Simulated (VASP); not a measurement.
## GePt: single point with PBE

GePt:

```
Ge Pt
1.0
     0.00000   -3.75248    0.00000
    -5.81833    0.00000    0.00000
     0.00000    0.00000   -6.18484
Ge Pt
4 4
Direct
  0.75000 0.81326 0.41188
  0.25000 0.68674 0.91188
  0.25000 0.18674 0.58812
  0.75000 0.31326 0.08812
  0.75000 0.50229 0.69269
  0.25000 0.99771 0.19269
  0.25000 0.49771 0.30731
  0.75000 0.00229 0.80731
```

```
Program             : VASP 6.6.1
Task                : single point
Functional          : PBE
Potentials or basis : VASP PAW PBE potentials, release 64 (Ge_d, Pt)
Cutoff              : 520 eV
k mesh              : 6 × 4 × 4
Occupations         : gaussian, width 0.2 eV
Spin                : no spin polarisation
```

| Item | Value |
| --- | --- |
| Pressure | 0.0 GPa |
| Largest force | 0.037 eV/Å |
| Band gap on the k mesh | zero (bands 48 and 49 overlap by 1.18 eV) |

Forces in eV/Å, atoms in the order of the input:
```
Ge  -0.036  0.000 -0.006
Ge   0.036  0.000 -0.006
Ge   0.036  0.000  0.006
Ge  -0.036  0.000  0.006
Pt   0.016  0.000 -0.004
Pt  -0.016  0.000 -0.004
Pt  -0.016  0.000  0.004
Pt   0.016  0.000  0.004
```

Stress tensor (GPa, compression positive):
```
 0.11  0.00  0.00
 0.00 -0.14  0.00
 0.00  0.00 -0.09
```

Levels at points of the mesh, in eV from the Fermi level:
```
           k point  band 46  band 47  band 48  band 49  band 50  band 51
(0.00, 0.00, 0.00)    -1.39    -1.33    -0.91     0.65     0.77     2.94
(0.50, 0.00, 0.00)    -2.43    -1.54    -1.54    -0.16    -0.16     2.00
(0.00, 0.50, 0.00)    -2.37    -0.04    -0.04     1.33     1.33     2.23
(0.50, 0.50, 0.00)    -1.81    -1.81    -1.81     0.53     0.53     0.53
(0.00, 0.00, 0.50)    -1.76    -0.03    -0.03     1.07     1.07     1.78
(0.50, 0.00, 0.50)    -2.38    -2.07    -2.07     0.49     0.49     0.94
(0.00, 0.50, 0.50)    -1.31     0.70     0.70     1.70     1.70     2.60
(0.50, 0.50, 0.50)    -2.37    -2.37    -2.37     2.37     2.37     2.37
```

Wall time 4 min on 1 thread of Intel(R) Xeon(R) Platinum 8259CL CPU @ 2.50GHz (Skylake/Cascade Lake), on a shared host, peak memory 0.37 GiB.

Caveat: spin-orbit coupling is left out, which moves the levels of the heavy elements.
